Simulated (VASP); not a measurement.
# ZrSbCl3 (Amm2) in VASP: single point with r2SCAN

Aim: the single point of ZrSbCl3 with r2SCAN.

Program: VASP 6.6.1. These are calculated values, not measurements. Logs are shortened: lines on timing, memory, paths and dates and some standing lists are left out, and cuts for length are marked.

**1. The cell of the first run**

Symmetry: Amm2, No. 38, orthorhombic system. Conventional cell: a = 5.016 Å, b = 7.147 Å, c = 7.155 Å, α = 90.00°, β = 90.00°, γ = 90.00°. Sb (site symmetry mm2) has 12 Cl at 3.06 to 4.10 Å and 2 Zr at 3.20 Å within 4.1 Å. Cl (site symmetry m) has 2 Zr at 2.38 to 2.96 Å and 1 Cl at 2.79 Å within 3.1 Å. Within 3.7 Å of Cl (site symmetry mm2) lie 2 Zr at 2.72 Å and 3 Sb at 3.06 to 3.61 Å and 4 Cl at 3.26 Å. Zr (site symmetry mm2) has 6 Cl at 2.38 to 2.96 Å and 2 Sb at 3.20 Å within 3.3 Å.

**2. Single point, r2SCAN**

The input, POSCAR:

```
ZrSbCl3
1.0
    3.5732990000      3.5775450000      0.0000000000
    3.5732990000     -3.5775450000      0.0000000000
    0.0000000000      0.0000000000     -5.0159650000
Sb Cl Zr
1 3 1
Direct
    0.0802449946     -0.0802449946      0.0000000000
    0.5280198334      0.0810044243      0.5000000000
    0.9189955757      0.4719801666      0.5000000000
    0.5072713728      0.4927286272      0.0000000000
    0.3584682235      0.6415317765      0.5000000000
```

The input, INCAR.step1:

```
SYSTEM = ZrSbCl3
  ALGO = Normal
  EDIFF = 1E-4
  ENCUT = 520
  GGA = PE
  ISMEAR = -1
  LASPH = .True.
  LCHARG = .False.
  LREAL = .False.
  LWAVE = .True.
  NBANDS = 27
  NELM = 80
  PREC = Accurate
  SIGMA = 0.1
```

The input, INCAR.step2:

```
SYSTEM = ZrSbCl3
  ALGO = Normal
  EDIFF = 1E-6
  ENCUT = 520
  ISIF = 2
  ISMEAR = -1
  ISTART = 1
  LASPH = .True.
  LCHARG = .False.
  LMIXTAU = .True.
  LREAL = .False.
  LWAVE = .False.
  METAGGA = R2SCAN
  NBANDS = 27
  NELM = 80
  PREC = Accurate
  SIGMA = 0.1
```

The input, KPOINTS:

```
k-points
0
Gamma
  6 6 6
  0 0 0
```

Potentials or basis: VASP PAW PBE potentials, release 64 (Sb, Cl, Zr_sv).

Launch:

```
cat potpaw_PBE.64/Sb/POTCAR potpaw_PBE.64/Cl/POTCAR potpaw_PBE.64/Zr_sv/POTCAR > POTCAR
cp INCAR.step1 INCAR
mpirun -np 1 vasp_std > vasp.out
cp INCAR.step2 INCAR
mpirun -np 1 vasp_std > vasp.out
```

OUTCAR:

```text
SYSTEM = ZrSbCl3
   EDIFF = 1E-6
   ENCUT = 520
   ISIF = 2
   ISMEAR = -1
   ISTART = 1
   LASPH = .True.
   LREAL = .False.
   METAGGA = R2SCAN
   NELM = 80
   PREC = Accurate

 ion  position               nearest neighbor table
   1  0.080  0.920  0.000-   4 3.06   5 3.20   5 3.20
   2  0.528  0.081  0.500-   5 2.38   5 2.96
   3  0.919  0.472  0.500-   5 2.38   5 2.96
   4  0.507  0.493  0.000-   5 2.72   5 2.72   1 3.06
   5  0.358  0.642  0.500-   2 2.38   3 2.38   4 2.72   4 2.72   3 2.96   2 2.96   1 3.20   1 3.20

  LATTYP: Found a base centered orthorhombic cell.
 ALAT       =     7.1465980000
 B/A-ratio  =     1.0011882577
 C/A-ratio  =     0.7018675179

  Lattice vectors:

 A1 = (   3.5732990000,   3.5775450000,   0.0000000000)
 A2 = (   3.5732990000,  -3.5775450000,   0.0000000000)
 A3 = (   0.0000000000,   0.0000000000,  -5.0159650000)

Analysis of symmetry for initial positions (statically):
=====================================================================
 Subroutine PRICEL returns:
 Original cell was already a primitive cell.

 Routine SETGRP: Setting up the symmetry group for a
 base centered orthorhombic supercell.

 Subroutine GETGRP returns: Found  4 space group operations
 (whereof  4 operations were pure point group operations)
 out of a pool of  8 trial point group operations.

The static configuration has the point symmetry C_2v.

Analysis of symmetry for dynamics (positions and initial velocities):
=====================================================================
 Subroutine PRICEL returns:
 Original cell was already a primitive cell.

 Routine SETGRP: Setting up the symmetry group for a
 base centered orthorhombic supercell.

 Subroutine GETGRP returns: Found  4 space group operations
 (whereof  4 operations were pure point group operations)
 out of a pool of  8 trial point group operations.

The dynamic configuration has the point symmetry C_2v.

 Subroutine INISYM returns: Found  4 space group operations
 (whereof  4 operations are pure point group operations),
 and found     1 'primitive' translations

----------------------------------------------------------------------------------------

                                     Primitive cell

  volume of cell :     128.2446

  direct lattice vectors                    reciprocal lattice vectors
     3.573299000  3.577545000  0.000000000     0.139926718  0.139760646  0.000000000
     3.573299000 -3.577545000  0.000000000     0.139926718 -0.139760646  0.000000000
     0.000000000  0.000000000 -5.015965000     0.000000000  0.000000000 -0.199363433

  length of vectors
     5.056411175  5.056411175  5.015965000     0.197768866  0.197768866  0.199363433

  position of ions in fractional coordinates (direct lattice)
     0.080244995  0.919755005  0.000000000
     0.528019833  0.081004424  0.500000000
     0.918995576  0.471980167  0.500000000
     0.507271373  0.492728627  0.000000000
     0.358468223  0.641531777  0.500000000

  ion indices of the primitive-cell ions
   primitive index   ion index
                 1           1
                 2           2
                 3           3
                 4           4
                 5           5

----------------------------------------------------------------------------------------

 KPOINTS: k-points

Automatic generation of k-mesh.
 Grid dimensions read from file:
 generate k-points for:    6    6    6

 Generating k-lattice:

  Cartesian coordinates                     Fractional coordinates (reciprocal lattice)
     0.023321120  0.023293441  0.000000000     0.166666667 -0.000000000  0.000000000
     0.023321120 -0.023293441  0.000000000    -0.000000000  0.166666667  0.000000000
     0.000000000  0.000000000 -0.033227239     0.000000000  0.000000000  0.166666667

  Length of vectors
     0.032961478  0.032961478  0.033227239

  Shift w.r.t. Gamma in fractional coordinates (k-lattice)
     0.000000000  0.000000000  0.000000000

 Subroutine IBZKPT returns following result:
 ===========================================

 Found     52 irreducible k-points:

 Following reciprocal coordinates:
            Coordinates               Weight
  0.000000  0.000000  0.000000      1.000000
  0.166667 -0.000000  0.000000      4.000000
  0.333333 -0.000000  0.000000      4.000000
  0.500000 -0.000000  0.000000      2.000000
  0.166667  0.166667  0.000000      2.000000
  0.333333  0.166667  0.000000      4.000000
[... 16 lines left out ...]
  0.333333  0.333333  0.166667      4.000000
  0.500000  0.333333  0.166667      8.000000
 [... further k-points ...]
   k-points           NKPTS =     52   k-points in BZ     NKDIM =     52   number of bands    NBANDS=     27
   number of dos      NEDOS =    301   number of ions     NIONS =      5
   total plane-waves  NPLWV =  64000
   dimension x,y,z NGX =    40 NGY =   40 NGZ =   40
   dimension x,y,z NGXF=    80 NGYF=   80 NGZF=   80
   ions per type =               1   3   1
   NGX,Y,Z   is equivalent  to a cutoff of  13.15, 13.15, 13.26 a.u.
   NGXF,Y,Z  is equivalent  to a cutoff of  26.30, 26.30, 26.51 a.u.
 SYSTEM =  ZrSbCl3
   PREC   = accura    normal or accurate (medium, high low for compatibility)
   ISTART =      1    job   : 0-new  1-cont  2-samecut
   ICHARG =      0    charge: 1-file 2-atom 10-const
   ISPIN  =      1    spin polarized calculation?
   LNONCOLLINEAR =      F non collinear calculations
   LSORBIT =      F    spin-orbit coupling
   LASPH  =      T    aspherical Exc in radial PAW
   ENCUT  =  520.0 eV  38.22 Ry    6.18 a.u.   9.40  9.40  9.33*2*pi/ulx,y,z
   NELM   =     80;   NELMIN=  2; NELMDL=  0     # of ELM steps
   EDIFF  = 0.1E-05   stopping-criterion for ELM
   LREAL  =      F    real-space projection
   EDIFFG = 0.1E-04   stopping-criterion for IOM
   NSW    =      0    number of steps for IOM
   IBRION =     -1    ionic relax: 0-MD 1-quasi-New 2-CG
   NFREE  =      0    steps in history (QN), initial steepest desc. (CG)
   ISIF   =      2    stress and relaxation
   ISYM   =      2    0-nonsym 1-usesym 2-fastsym
   POTIM  = 0.5000    time-step for ionic-motion
   TEBEG  =    0.0;   TEEND  =   0.0 temperature during run
   PSTRESS=    0.0 pullay stress
   NELECT =      38.0000    total number of electrons
   NUPDOWN=      -1.0000    fix difference up-down
   EMIN   =  10.00;   EMAX   =-10.00  energy-range for DOS
   EFERMI =   0.00;   METHOD = LEGACY
   ISMEAR =    -1;   SIGMA  =   0.10  broadening in eV -4-tet -1-fermi 0-gaus
   EFERMI_NEDOS =   21; number of points for ismear=-14 and -15
   IALGO  =     38    algorithm
   IMIX   =      4    mixing-type and parameters
     AMIX     =   0.40;   BMIX     =  1.00
     AMIX_MAG =   1.60;   BMIX_MAG =  1.00
  volume/ion in A,a.u.               =      25.65       173.09
  Fermi-wavevector in a.u.,A,eV,Ry     =   1.091414  2.062474 16.207064  1.191186
  Thomas-Fermi vector in A             =   2.227659
   LORBIT       =      0    0 simple, 1 ext, 2 COOP (PROOUT), +10 PAW based schemes
   METAGGA = R2SCAN    functional components
   LHFCALC =     F    Hartree Fock is set to
   AEXX    =    0.0000 exact exchange contribution
   IVDW    =     0    specifies the selected vdW correction
   LEPSILON=     F    determine dielectric tensor
   LRPA    =     F    only Hartree local field effects (RPA)
 non-spin polarized calculation
  energy-cutoff  :      520.00
  volume of cell :      128.24
 maximum number of plane-waves:      3485
 NGX is ok and might be reduce to    40
   NGX = 19   NGY = 19   NGZ = 19

 number of electron      37.9999998 magnetization

 Free energy of the ion-electron system (eV)
  ---------------------------------------------------
  ext. energy  EPLUGINS =         0.00000000
  ---------------------------------------------------
  free energy    TOTEN  =       -71.25554879 eV

  energy without entropy =      -71.12608978  energy(sigma->0) =      -71.19081929

 E-fermi :   5.1827     XC(G=0):  -9.6849

 val. band max:        5.1823853925   @ k =   0.1667   0.1667   0.5000
 cond. band min:       5.1869120071   @ k =   0.3333  -0.0000   0.3333
 fundamental gap:      0.0045266146
 Fermi energy:         5.1827160547

 k-point     1 :       0.0000    0.0000    0.0000
  band No.  band energies     occupation
      1     -47.2037      2.00000
      2     -24.7219      2.00000
      3     -24.4563      2.00000
      4     -24.4257      2.00000
      5     -12.7934      2.00000
      6     -11.8632      2.00000
[... 19 lines left out ...]
     26       9.2008      0.00000
     27      10.2773      0.00000

 k-point     2 :       0.1667   -0.0000    0.0000
  band No.  band energies     occupation
      1     -47.2037      2.00000
      2     -24.7239      2.00000
      3     -24.4580      2.00000
      4     -24.4256      2.00000
      5     -12.7317      2.00000
      6     -11.8623      2.00000
[... 19 lines left out ...]
     26       9.5516      0.00000
     27      10.4513      0.00000

 k-point     3 :       0.3333   -0.0000    0.0000
  band No.  band energies     occupation
      1     -47.2036      2.00000
      2     -24.7279      2.00000
      3     -24.4614      2.00000
      4     -24.4254      2.00000
      5     -12.5870      2.00000
      6     -11.8720      2.00000
[... 19 lines left out ...]
     26      10.3077      0.00000
     27      11.1203      0.00000

 k-point     4 :       0.5000   -0.0000    0.0000
  band No.  band energies     occupation
      1     -47.2036      2.00000
      2     -24.7299      2.00000
      3     -24.4631      2.00000
      4     -24.4253      2.00000
      5     -12.4955      2.00000
      6     -11.9053      2.00000
[... 19 lines left out ...]
     26      10.8025      0.00000
     27      11.7960      0.00000

 k-point     5 :       0.1667    0.1667    0.0000
  band No.  band energies     occupation
      1     -47.2036      2.00000
      2     -24.7259      2.00000
      3     -24.4598      2.00000
      4     -24.4255      2.00000
      5     -12.6415      2.00000
      6     -11.8461      2.00000
[... 19 lines left out ...]
     26       9.9447      0.00000
     27      10.5252      0.00000

 k-point     6 :       0.3333    0.1667    0.0000
  band No.  band energies     occupation
      1     -47.2036      2.00000
      2     -24.7298      2.00000
      3     -24.4632      2.00000
      4     -24.4253      2.00000
      5     -12.5049      2.00000
      6     -11.8883      2.00000
[... 444 lines left out ...]
      1     -47.2035      2.00000
      2     -24.7294      2.00000
      3     -24.4629      2.00000
      4     -24.4291      2.00000
      5     -12.5579      2.00000
      6     -11.9007      2.00000
[... 19 lines left out ...]
     26      11.0975      0.00000
     27      11.5020      0.00000

 k-point    22 :      -0.1667    0.1667    0.1667
  band No.  band energies     occupation
      1     -47.2036      2.00000
      2     -24.7255      2.00000
      3     -24.4594      2.00000
      4     -24.4293      2.00000
      5     -12.6702      2.00000
      6     -11.8923      2.00000
[... 19 lines left out ...]
     26      10.4196      0.00000
     27      11.0717      0.00000

 k-point    23 :       0.3333    0.3333    0.1667
  band No.  band energies     occupation
      1     -47.2034      2.00000
      2     -24.7332      2.00000
      3     -24.4664      2.00000
      4     -24.4289      2.00000
      5     -12.3882      2.00000
      6     -11.9328      2.00000
[... 19 lines left out ...]
     26      11.5830      0.00000
     27      11.8689      0.00000

 k-point    24 :       0.5000    0.3333    0.1667
  band No.  band energies     occupation
      1     -47.2034      2.00000
      2     -24.7349      2.00000
      3     -24.4682      2.00000
      4     -24.4288      2.00000
      5     -12.4164      2.00000
      6     -11.9274      2.00000
[... 19 lines left out ...]
     26      11.5293      0.00000
     27      11.9904      0.00000

 [... further k-points ...]
[... 5 lines left out ...]
  --------------------------------------------------------------------------------------
  -------------------------------------------------------------------------------------
  Total        6.5776633     -1.8946508     -2.4195321      0.0000000      0.0000000      0.0000000
  in kB       82.1756723    -23.6701388    -30.2275544      0.0000000      0.0000000      0.0000000
  external PRESSURE =       9.4259931 kB  Pullay stress =       0.0000000 kB

 VOLUME and BASIS-vectors are now :
 -----------------------------------------------------------------------------
  energy-cutoff  :      520.00
  volume of cell :      128.24
      direct lattice vectors                 reciprocal lattice vectors
     3.573299000  3.577545000  0.000000000     0.139926718  0.139760646  0.000000000
     3.573299000 -3.577545000  0.000000000     0.139926718 -0.139760646  0.000000000
     0.000000000  0.000000000 -5.015965000     0.000000000  0.000000000 -0.199363433

 POSITION                                       TOTAL-FORCE (eV/Angst)
 -----------------------------------------------------------------------------------
      3.57330     -3.00338      0.00000         0.000000      0.026129      0.000000
      2.17623      1.59922     -2.50798        -0.008490     -0.002653      0.000000
      4.97037      1.59922     -2.50798         0.008490     -0.002653      0.000000
      3.57330      0.05203      0.00000         0.000000     -0.006271      0.000000
      3.57330     -1.01267     -2.50798         0.000000     -0.014551      0.000000
 -----------------------------------------------------------------------------------
    total drift:                                0.000000     -0.000189     -0.000000

  FREE ENERGIE OF THE ION-ELECTRON SYSTEM (eV)
  ---------------------------------------------------
  free  energy   TOTEN  =       -71.2555487873 eV

  energy  without entropy=      -71.1260897847  energy(sigma->0) =      -71.19081929
```

Run time: 9.9 min. Hardware: 1 thread of Intel Xeon Platinum 8259CL at 2.50GHz (Skylake/Cascade Lake), shared host; peak memory 0.37 GiB.

What came out:

- Free energy: -71.2555 eV
- Pressure: 0.9 GPa
- Largest force: 0.026 eV/Å
- Band gap on the k mesh: zero (bands 19 and 20 overlap by 0.49 eV)

Forces in eV/Å, atoms in the order of the input:
```
Sb   0.000  0.026  0.000
Cl  -0.008 -0.003  0.000
Cl   0.008 -0.003  0.000
Cl   0.000 -0.006  0.000
Zr   0.000 -0.015  0.000
```

Levels at points of the mesh, in eV from the Fermi level:
| k point | band 17 | band 18 | band 19 | band 20 | band 21 | band 22 |
| --- | --- | --- | --- | --- | --- | --- |
| (0.00, 0.00, 0.00) | -3.99 | -0.79 | 0.41 | 0.42 | 0.51 | 1.65 |
| (0.50, 0.00, 0.00) | -3.74 | -0.82 | -0.79 | 0.21 | 0.81 | 1.27 |
| (0.50, 0.50, 0.00) | -3.61 | -1.25 | -0.08 | 0.33 | 0.94 | 1.39 |
| (0.00, 0.00, 0.50) | -3.92 | -1.45 | -0.59 | 0.25 | 1.38 | 1.45 |
| (0.50, 0.00, 0.50) | -3.61 | -0.80 | -0.76 | -0.01 | 1.19 | 1.27 |
| (0.50, 0.50, 0.50) | -3.48 | -0.71 | -0.11 | 0.76 | 0.84 | 1.55 |

Caveat: the stress differs along the axes, from -3 to 8 GPa; the PAW data sets were made with another functional, which shifts forces and pressure a little; spin-orbit coupling is left out, which moves the levels of the heavy elements.
